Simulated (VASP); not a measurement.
# ScAl3 (I4/mmm) in VASP: a series of runs, part 2 of 2

VASP 6.6.1. Earlier steps stand in the parts before.

### Step 3. Single point, PBEsol (strain -0.0300 x Voigt [1, 1, 0, 0, 0, 0])

INCAR reads:

```
SYSTEM = ScAl3
  ALGO = Fast
  EDIFF = 1E-7
  ENCUT = 520
  GGA = PS
  ISIF = 2
  ISMEAR = 0
  LASPH = .TRUE.
  LCHARG = .FALSE.
  LREAL = .FALSE.
  LWAVE = .FALSE.
  NBANDS = 18
  NELM = 60
  PREC = Accurate
  SIGMA = 0.15
```

KPOINTS reads:

```
k-points
0
G
  16 16 16
  0 0 0
```

POSCAR reads:

```
ScAl3
1.0
   -1.9358667226      1.9358667226      4.3698183015
    1.9358667226     -1.9358667226      4.3698183015
    1.9358667226      1.9358667226     -4.3698183015
Sc Al
1 3
Direct
    0.0000000000      0.0000000000      0.0000000000
    0.7500000000      0.2500000000      0.5000000000
    0.2500000000      0.7500000000      0.5000000000
    0.5000000000      0.5000000000      0.0000000000
```

Potentials or basis: VASP PAW PBE potentials, release 64 (Sc_sv, Al).

Started as:

```
> cat potpaw_PBE.64/Sc_sv/POTCAR potpaw_PBE.64/Al/POTCAR > POTCAR
> mpirun -np 1 vasp_std > vasp.out
```

OUTCAR:

```text
SYSTEM = ScAl3
   EDIFF = 1E-7
   ENCUT = 520
   GGA = PS
   ISIF = 2
   ISMEAR = 0
   LASPH = .TRUE.
   LREAL = .FALSE.
   NELM = 60
   PREC = Accurate

 ion  position               nearest neighbor table
   1  0.000  0.000  0.000-   4 2.74   4 2.74   4 2.74   4 2.74   3 2.92   2 2.92   3 2.92   3 2.92
                             2 2.92   2 2.92   3 2.92   2 2.92
   2  0.750  0.250  0.500-   3 2.74   3 2.74   3 2.74   3 2.74   4 2.92   1 2.92   4 2.92   1 2.92
                             4 2.92   4 2.92   1 2.92   1 2.92
   3  0.250  0.750  0.500-   2 2.74   2 2.74   2 2.74   2 2.74   4 2.92   1 2.92   4 2.92   4 2.92
                             1 2.92   1 2.92   4 2.92   1 2.92
   4  0.500  0.500  0.000-   1 2.74   1 2.74   1 2.74   1 2.74   3 2.92   2 2.92   3 2.92   2 2.92
                             3 2.92   3 2.92   2 2.92   2 2.92

  LATTYP: Found a body centered tetragonal cell.
 ALAT       =     3.8717334452
 C/A-ratio  =     2.2572929482

  Lattice vectors:

 A1 = (  -1.9358667226,   1.9358667226,   4.3698183015)
 A2 = (   1.9358667226,  -1.9358667226,   4.3698183015)
 A3 = (   1.9358667226,   1.9358667226,  -4.3698183015)

Analysis of symmetry for initial positions (statically):
=====================================================================
 Subroutine PRICEL returns:
 Original cell was already a primitive cell.

 Routine SETGRP: Setting up the symmetry group for a
 body centered tetragonal supercell.

 Subroutine GETGRP returns: Found 16 space group operations
 (whereof 16 operations were pure point group operations)
 out of a pool of 16 trial point group operations.

The static configuration has the point symmetry D_4h.

Analysis of symmetry for dynamics (positions and initial velocities):
=====================================================================
 Subroutine PRICEL returns:
 Original cell was already a primitive cell.

 Routine SETGRP: Setting up the symmetry group for a
 body centered tetragonal supercell.

 Subroutine GETGRP returns: Found 16 space group operations
[... 129 lines left out ...]
  Fermi-wavevector in a.u.,A,eV,Ry     =   1.102368  2.083174 16.534017  1.215216
  Thomas-Fermi vector in A             =   2.238810
   LORBIT       =      0    0 simple, 1 ext, 2 COOP (PROOUT), +10 PAW based schemes
   GGA     = PS    functional components
   LHFCALC =     F    Hartree Fock is set to
   AEXX    =    0.0000 exact exchange contribution
   IVDW    =     0    specifies the selected vdW correction
   LEPSILON=     F    determine dielectric tensor
   LRPA    =     F    only Hartree local field effects (RPA)
 non-spin polarized calculation
 RMM-DIIS sequential band-by-band and
 Gauss-broadening in eV      SIGMA  =   0.15
  energy-cutoff  :      520.00
  volume of cell :       65.50
 maximum number of plane-waves:      1784
   NGX = 19   NGY = 19   NGZ = 19

 number of electron      19.9999999 magnetization

 Free energy of the ion-electron system (eV)
  ---------------------------------------------------
  ext. energy  EPLUGINS =         0.00000000
  ---------------------------------------------------
  free energy    TOTEN  =       -20.28962327 eV

  energy without entropy =      -20.26678556  energy(sigma->0) =      -20.27820442

 E-fermi :   7.1251     XC(G=0): -10.6675

 val. band max:        7.1182298883   @ k =  -0.3125   0.3750   0.2500
 cond. band min:       7.1316858780   @ k =  -0.3125   0.5000   0.1250
 fundamental gap:      0.0134559897
 Fermi energy:         7.1251182409

 k-point     1 :       0.0000    0.0000    0.0000
  band No.  band energies     occupation
      1     -41.1219      2.00000
      2     -19.9478      2.00000
      3     -19.9250      2.00000
      4     -19.9250      2.00000
      5      -2.6494      2.00000
      6       4.3771      2.00000
[... 481 lines left out ...]
      5      -2.5680      2.00000
      6       4.4480      2.00000
[... 10 lines left out ...]
     17      12.1123      0.00000
     18      12.2629      0.00000

 [... further k-points ...]

------------------------ aborting loop because EDIFF is reached ----------------------------------------

  FORCE on cell =-STRESS in cart. coord.  units (eV):
  Direction    XX          YY          ZZ          XY          YZ          ZX
  --------------------------------------------------------------------------------------
  -------------------------------------------------------------------------------------
  Total        3.2903315      3.2903315      1.2329330      0.0000000      0.0000000      0.0000000
  in kB       80.4777744     80.4777744     30.1561422      0.0000000      0.0000000      0.0000000
  external PRESSURE =      63.7038970 kB  Pullay stress =       0.0000000 kB

 VOLUME and BASIS-vectors are now :
 -----------------------------------------------------------------------------
  energy-cutoff  :      520.00
  volume of cell :       65.50
      direct lattice vectors                 reciprocal lattice vectors
    -1.935866723  1.935866723  4.369818301     0.000000000  0.258282243  0.114421233
     1.935866723 -1.935866723  4.369818301     0.258282243  0.000000000  0.114421233
     1.935866723  1.935866723 -4.369818301     0.258282243  0.258282243  0.000000000

 POSITION                                       TOTAL-FORCE (eV/Angst)
 -----------------------------------------------------------------------------------
      0.00000      0.00000      0.00000         0.000000     -0.000000     -0.000000
      0.00000      1.93587      2.18491         0.000000     -0.000000      0.000000
      1.93587      0.00000      2.18491        -0.000000      0.000000      0.000000
      0.00000      0.00000      4.36982         0.000000     -0.000000     -0.000000
 -----------------------------------------------------------------------------------
    total drift:                               -0.000000     -0.000000      0.000000

  FREE ENERGIE OF THE ION-ELECTRON SYSTEM (eV)
  ---------------------------------------------------
  free  energy   TOTEN  =       -20.2896232738 eV

  energy  without entropy=      -20.2667855583  energy(sigma->0) =      -20.27820442
```

OSZICAR:

```text
N       E                     dE             d eps       ncg     rms          rms(c)
DAV:   1     0.107948367172E+03    0.10795E+03   -0.82732E+03 12596   0.101E+03
DAV:   2    -0.163584155259E+02   -0.12431E+03   -0.12123E+03 12582   0.292E+02
[... 11 lines left out ...]
RMM:  14    -0.202896439963E+02   -0.10946E-04   -0.57597E-05 18854   0.641E-02    0.257E-02
RMM:  15    -0.202896215379E+02    0.22458E-04   -0.50921E-05 17825   0.754E-02    0.727E-03
RMM:  16    -0.202896229516E+02   -0.14137E-05   -0.19875E-05 19040   0.279E-02    0.351E-03
RMM:  17    -0.202896232549E+02   -0.30328E-06   -0.30246E-06 18283   0.128E-02    0.227E-03
RMM:  18    -0.202896230617E+02    0.19313E-06   -0.46110E-07 15815   0.907E-03    0.668E-03
RMM:  19    -0.202896233268E+02   -0.26512E-06   -0.23625E-07 14195   0.519E-03    0.285E-03
RMM:  20    -0.202896232738E+02    0.53077E-07   -0.59457E-08 12680   0.376E-03
   1 F= -.20289623E+02 E0= -.20278204E+02  d E =-.228377E-01
```

stdout:

```text
POSCAR found type information on POSCAR ScAl
 POSCAR found :  2 types and       4 ions
 scaLAPACK will be used
 -----------------------------------------------------------------------------
|                                                                             |
|                                                                             |
|     You enforced a specific xc type in the INCAR file but a different       |
|     I HOPE YOU KNOW WHAT YOU ARE DOING!                                     |
|                                                                             |
 -----------------------------------------------------------------------------

 LDA part: xc-table for (Slater+PW92), standard interpolation
 POSCAR, INCAR and KPOINTS ok, starting setup
 FFT: planning ... GRIDC
 FFT: planning ... GRID_SOFT
 FFT: planning ... GRID
 WAVECAR not read
 entering main loop
```

Wall time 22 min (1 thread of Oxide Virtual Turin-like, shared host); peak memory 0.5 GiB.

What came out:

```yaml
Free_energy: -20.2896 eV
Pressure: 6.4 GPa
Band_gap_on_the_k_mesh: zero (bands 10 and 11 overlap by 2.19 eV)
```

Levels at points of the mesh, in eV from the Fermi level:
```csv
k point,band 6,band 7,band 8,band 9,band 10,band 11,band 12,band 13,band 14,band 15
"(0.00, 0.00, 0.00)",-2.75,-2.47,-0.93,-0.93,-0.93,1.95,1.96,1.96,2.18,2.41
"(0.50, 0.00, 0.00)",-6.74,-3.33,-2.79,-0.60,0.29,1.31,2.15,3.13,3.19,3.74
"(0.50, 0.50, 0.00)",-4.81,-4.28,-3.59,-2.33,-1.93,-0.59,2.80,2.94,3.14,3.40
"(0.50, 0.50, 0.50)",-7.26,-1.66,-0.75,-0.75,0.25,1.63,1.63,2.12,3.70,5.51
```

Caveat: the cell differs from its parent crystal (strain -0.0300 x Voigt [1, 1, 0, 0, 0, 0]); the stress differs along the axes, from 3 to 8 GPa; the PAW data sets were made with another functional, which shifts forces and pressure a little.
